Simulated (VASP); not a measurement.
# Zn5CdS6 (P3m1) in VASP: further runs, part 2 of 2

VASP 6.6.1. The steps go on from the part before.

### Step 4. Relaxation of cell and atoms, PBE

INCAR

```
SYSTEM = Zn5CdS6
PREC = Accurate
ENCUT = 600
EDIFF = 1E-7
ISMEAR = 0
SIGMA = 0.1
LREAL = .False.
LASPH = .True.
NELM = 100
ALGO = Normal
ISIF = 3
LWAVE = .False.
LCHARG = .False.
GGA = PE
IBRION = 2
NSW = 90
EDIFFG = -0.04
```

KPOINTS

```
Automatic mesh
0
Gamma
  6 6 1
  0 0 0
```

POSCAR

```
Zn5CdS6
1.0
    3.8331134100      0.0000000000      0.0000000000
   -1.9165567100      3.3195735900      0.0000000000
    0.0000000000      0.0000000000     18.7783439600
Zn Cd S
5 1 6
Direct
    0.0000000000      0.0000000000      0.0000000000
    0.6666666700      0.3333333300      0.6666666700
    0.0000000000      0.0000000000      0.5000000000
    0.3333333300      0.6666666700      0.3333333300
    0.6666666700      0.3333333300      0.1666666700
    0.3333333300      0.6666666700      0.8333333300
    0.0000000000      0.0000000000      0.8750000000
    0.3333333300      0.6666666700      0.7083333300
    0.6666666700      0.3333333300      0.5416666700
    0.0000000000      0.0000000000      0.3750000000
    0.3333333300      0.6666666700      0.2083333300
    0.6666666700      0.3333333300      0.0416666700
```

Potentials or basis: VASP PAW PBE potentials, release 64 (Zn, Cd, S).

Command:

```console
$ cat potpaw_PBE.64/Zn/POTCAR potpaw_PBE.64/Cd/POTCAR potpaw_PBE.64/S/POTCAR > POTCAR
$ mpirun -np 1 vasp_std > vasp.out
```

OUTCAR:

```text
SYSTEM = Zn5CdS6
   PREC = Accurate
   ENCUT = 600
   EDIFF = 1E-7
   ISMEAR = 0
   LREAL = .False.
   LASPH = .True.
   NELM = 100
   ISIF = 3
   GGA = PE
   IBRION = 2
   NSW = 90
   EDIFFG = -0.04

 ion  position               nearest neighbor table
   1  0.000  0.000  0.000-   7 2.35  12 2.35  12 2.35  12 2.35
   2  0.667  0.333  0.667-   8 2.35   8 2.35   9 2.35   8 2.35
   3  0.000  0.000  0.500-  10 2.35   9 2.35   9 2.35   9 2.35
   4  0.333  0.667  0.333-  11 2.35  10 2.35  10 2.35  10 2.35
   5  0.667  0.333  0.167-  11 2.35  11 2.35  12 2.35  11 2.35
   6  0.333  0.667  0.833-   8 2.35   7 2.35   7 2.35   7 2.35
   7  0.000  0.000  0.875-   1 2.35   6 2.35   6 2.35   6 2.35
   8  0.333  0.667  0.708-   2 2.35   2 2.35   6 2.35   2 2.35
   9  0.667  0.333  0.542-   2 2.35   3 2.35   3 2.35   3 2.35
  10  0.000  0.000  0.375-   3 2.35   4 2.35   4 2.35   4 2.35
  11  0.333  0.667  0.208-   5 2.35   5 2.35   4 2.35   5 2.35
  12  0.667  0.333  0.042-   5 2.35   1 2.35   1 2.35   1 2.35

[... 327 lines left out ...]

 number of electron     108.0000009 magnetization

------------------------ aborting loop because EDIFF is reached ----------------------------------------
[... 87 lines left out ...]
--------------------------------------- Ionic step       16  -------------------------------------------

 number of electron     108.0000008 magnetization

 Free energy of the ion-electron system (eV)
  ---------------------------------------------------
  ext. energy  EPLUGINS =         0.00000000
  ---------------------------------------------------
  free energy    TOTEN  =       -40.19400002 eV

  energy without entropy =      -40.19400002  energy(sigma->0) =      -40.19400002

 E-fermi :   2.3686     XC(G=0):  -9.4168

 val. band max:        1.9092656672   @ k =   0.0000   0.0000   0.0000
 cond. band min:       3.4327326271   @ k =   0.0000   0.0000   0.0000
 fundamental gap:      1.5234669599
 Fermi energy:         2.3686426010

 k-point     1 :       0.0000    0.0000    0.0000
  band No.  band energies     occupation
      1     -11.1583      2.00000
      2     -10.9926      2.00000
      3     -10.8587      2.00000
      4     -10.5714      2.00000
      5     -10.4490      2.00000
      6     -10.2411      2.00000
[... 497 lines left out ...]
  FREE ENERGIE OF THE ION-ELECTRON SYSTEM (eV)
  ---------------------------------------------------
  free  energy   TOTEN  =       -40.1940000170 eV

  energy  without entropy=      -40.1940000170  energy(sigma->0) =      -40.19400002

 reached required accuracy - stopping structural energy minimisation
```

OSZICAR:

```text
N       E                     dE             d eps       ncg     rms          rms(c)
[... 193 lines left out ...]
DAV:   1    -0.401947903032E+02   -0.11269E-02   -0.36701E-01   952   0.281E+00    0.310E-01
DAV:   2    -0.401941801253E+02    0.61018E-03   -0.95974E-03  1168   0.894E-01    0.115E-01
DAV:   3    -0.401940698920E+02    0.11023E-03   -0.56724E-04  1064   0.143E-01    0.798E-02
DAV:   4    -0.401940167412E+02    0.53151E-04   -0.82617E-05  1176   0.935E-02    0.370E-02
DAV:   5    -0.401940017329E+02    0.15008E-04   -0.29746E-05  1120   0.675E-02    0.132E-02
DAV:   6    -0.401939999793E+02    0.17536E-05   -0.68365E-06  1152   0.402E-02    0.920E-03
DAV:   7    -0.401939999874E+02   -0.81636E-08   -0.36249E-06  1032   0.122E-02    0.487E-03
DAV:   8    -0.401940000170E+02   -0.29524E-07   -0.27091E-07   776   0.752E-03
  16 F= -.40194000E+02 E0= -.40194000E+02  d E =-.336671E-03
```

CONTCAR:

```text
Zn5CdS6
   1.00000000000000
     3.9009401137516395   -0.0000000000941286    0.0000000000000000
    -1.9504700620458126    3.3783132386190147   -0.0000000000000000
     0.0000000000000001    0.0000000000000000   19.2423682405796903
  Zn              Cd              S
     5     1     6
Direct
     1.0000000000000000    0.0000000000000000    0.0088434212476862
     0.6666666699999979    0.3333333300000021    0.6580935013069755
     0.0000000000000000    0.0000000000000000    0.4956590584206780
     0.3333333300000021    0.6666666699999979    0.3333785458136981
     0.6666666699999979    0.3333333300000021    0.1708475575334906
     0.3333333300000021    0.6666666699999979    0.8304656346393468
     0.0000000000000000    0.0000000000000000    0.8869014883016447
     0.3333333300000021    0.6666666699999979    0.6979056145308791
     0.6666666699999979    0.3333333300000021    0.5355946683727917
     0.0000000000000000    0.0000000000000000    0.3731186578490804
     0.3333333300000021    0.6666666699999979    0.2108611212548391
     0.6666666699999979    0.3333333300000021    0.0483307307288895

  0.00000000E+00  0.00000000E+00  0.00000000E+00
  0.00000000E+00  0.00000000E+00  0.00000000E+00
  0.00000000E+00  0.00000000E+00  0.00000000E+00
  0.00000000E+00  0.00000000E+00  0.00000000E+00
  0.00000000E+00  0.00000000E+00  0.00000000E+00
  0.00000000E+00  0.00000000E+00  0.00000000E+00
  0.00000000E+00  0.00000000E+00  0.00000000E+00
  0.00000000E+00  0.00000000E+00  0.00000000E+00
  0.00000000E+00  0.00000000E+00  0.00000000E+00
  0.00000000E+00  0.00000000E+00  0.00000000E+00
  0.00000000E+00  0.00000000E+00  0.00000000E+00
  0.00000000E+00  0.00000000E+00  0.00000000E+00
```

Run time: 20 min. Hardware: 1 thread of Intel Xeon Platinum 8488C (Sapphire Rapids), shared host; peak memory 0.48 GiB.

Results:

```yaml
Free_energy: -40.1940 eV
Relaxed_volume: 21.13 Å³/atom
Relaxed_cell: a = 3.901 Å, b = 3.901 Å, c = 19.242 Å, α = 90.00°, β = 90.00°, γ = 120.00°
Space_group_after_relaxing_to_0.1_Å: P3m1 (No. 156)
Energy_gained_by_relaxing: 51.5 meV/atom
Ionic_steps: 16
Pressure_after_relaxing: 0.0 GPa
Largest_force_after_relaxing: 0.016 eV/Å
Band_gap_on_the_k_mesh: 1.52 eV
```

Forces in eV/Å, atoms in the order of the input:
```
Zn   0.000  0.000  0.000
Zn   0.000  0.000 -0.016
Zn   0.000  0.000  0.003
Zn   0.000  0.000 -0.008
Zn   0.000  0.000  0.010
Cd   0.000  0.000 -0.004
S    0.000  0.000  0.013
S    0.000  0.000  0.002
S    0.000  0.000 -0.014
S    0.000  0.000  0.012
S    0.000  0.000 -0.012
S    0.000  0.000  0.012
```

Step by step:
| step | energy change (eV) | largest force (eV/Å) | pressure (GPa) | volume (Å³) |
| --- | --- | --- | --- | --- |
| 1 | 0.0000 | 1.9112 | 5.38 | 238.94 |
| 2 | -0.4188 | 0.5257 | -1.84 | 262.83 |
| 3 | -0.4381 | 0.7528 | -0.77 | 258.30 |
| 4 | -0.4961 | 0.4657 | -0.36 | 256.24 |
| 5 | -0.5306 | 0.6775 | 0.39 | 252.82 |
| 6 | -0.5686 | 0.3039 | 0.17 | 253.23 |
| 7 | -0.5765 | 0.3302 | 0.03 | 253.54 |
| 8 | -0.5932 | 0.2055 | -0.05 | 253.83 |
| 9 | -0.5982 | 0.2848 | -0.11 | 254.09 |
| 10 | -0.6106 | 0.1368 | 0.03 | 253.55 |
| 11 | -0.6134 | 0.1405 | 0.14 | 253.14 |
| 12 | -0.6172 | 0.0798 | -0.12 | 254.07 |
| 13 | -0.6172 | 0.0830 | -0.14 | 254.12 |
| 14 | -0.6182 | 0.0457 | 0.08 | 253.26 |
| 15 | -0.6182 | 0.0484 | 0.07 | 253.32 |
| 16 | -0.6185 | 0.0157 | -0.01 | 253.59 |

Final structure:
```
CELL_PARAMETERS angstrom
3.90094 0.00000 0.00000
-1.95047 3.37831 0.00000
0.00000 0.00000 19.24237
ATOMIC_POSITIONS crystal
Zn 0.00000 0.00000 0.00884
Zn 0.66667 0.33333 0.65809
Zn 0.00000 0.00000 0.49566
Zn 0.33333 0.66667 0.33338
Zn 0.66667 0.33333 0.17085
Cd 0.33333 0.66667 0.83047
S 0.00000 0.00000 0.88690
S 0.33333 0.66667 0.69791
S 0.66667 0.33333 0.53559
S 0.00000 0.00000 0.37312
S 0.33333 0.66667 0.21086
S 0.66667 0.33333 0.04833
```

### Step 5. Summary

| task | cell | cutoff (eV) | gap on the mesh (eV) | pressure (GPa) | largest force (eV/Å) |
| --- | --- | --- | --- | --- | --- |
| single point | a = 3.833, b = 3.833, c = 18.778 Å, angles 90.0, 90.0, 120.0°, 12 atoms, atomic positions A | 520 | 1.86 | 5.4 | 1.91 |
| single point | a = 3.900, b = 3.900, c = 19.204 Å, angles 90.0, 90.0, 120.0°, 12 atoms, atomic positions B | 520 | 1.55 | 0.2 | 0.04 |
| relaxation of cell and atoms | relaxed from a = 3.833, b = 3.833, c = 18.778 Å, angles 90.0, 90.0, 120.0°, 12 atoms, atomic positions A | 600 | 1.52 | 0.0 | 0.02 |

Alike in all rows: level PBE; potentials or basis VASP PAW PBE potentials, release 64 (Zn, Cd, S); no spin polarisation; k mesh 6 × 6 × 1; smearing gaussian 0.1 eV.

Caveats: the cell stands under pressure (at least some runs); forces of over 1 eV/Å act on the atoms, so gaps and moduli don't describe the material at rest (at least some runs).

Absolute energies hang on the potentials; compare differences alone.
